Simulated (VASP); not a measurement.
Re2C3:

```xyz
5
Lattice="4.3371 0.0000 0.0000 0.0000 4.3371 0.0000 0.0000 0.0000 4.3371" Properties=species:S:1:pos:R:3 pbc="T T T"
Re    2.1685    2.1685    2.1685
Re    0.0000    0.0000    0.0000
C     2.1685    0.0000    0.0000
C     0.0000    2.1685    0.0000
C     0.0000    0.0000    2.1685
```

- Program: VASP 6.6.1
- Task: relaxation of cell and atoms
- Functional: PBE
- Potentials or basis: VASP PAW PBE potentials, release 64 (Re, C)
- Cutoff: 600 eV
- k mesh: 4 × 4 × 4
- Occupations: gaussian, width 0.1 eV
- Spin: no spin polarisation

At the start: pressure -35.5 GPa; volume 16.32 Å³/atom.

Question: Where does the relaxation end?

Answer: Over 5 steps the energy falls by 585.3 meV/atom and the volume is 12.22 Å³/atom (-25.1 %); space group Pm-3m (No. 221, to 0.05 Å).

The path:
```
step  energy change (eV)  largest force (eV/Å)  pressure (GPa)  volume (Å³)
   1              0.0000                0.0000          -35.46        81.58
   2              1.5441                0.0000          119.81        45.94
   3             -2.9110                0.0000           -3.83        62.31
   4             -2.9244                0.0000           -1.53        61.56
   5             -2.9263                0.0000            0.25        61.09
```

Final structure:
```xyz
5
Lattice="3.9384 0.0000 0.0000 0.0000 3.9384 0.0000 0.0000 0.0000 3.9384" Properties=species:S:1:pos:R:3 pbc="T T T"
Re    1.9692    1.9692    1.9692
Re    0.0000    0.0000    0.0000
C     1.9692    0.0000    0.0000
C     0.0000    1.9692    0.0000
C     0.0000    0.0000    1.9692
```

Caveat: the k points lie up to 0.40 Å⁻¹ apart in the final cell; the volume moved by over 15 % at a fixed basis, so the end points are rough.
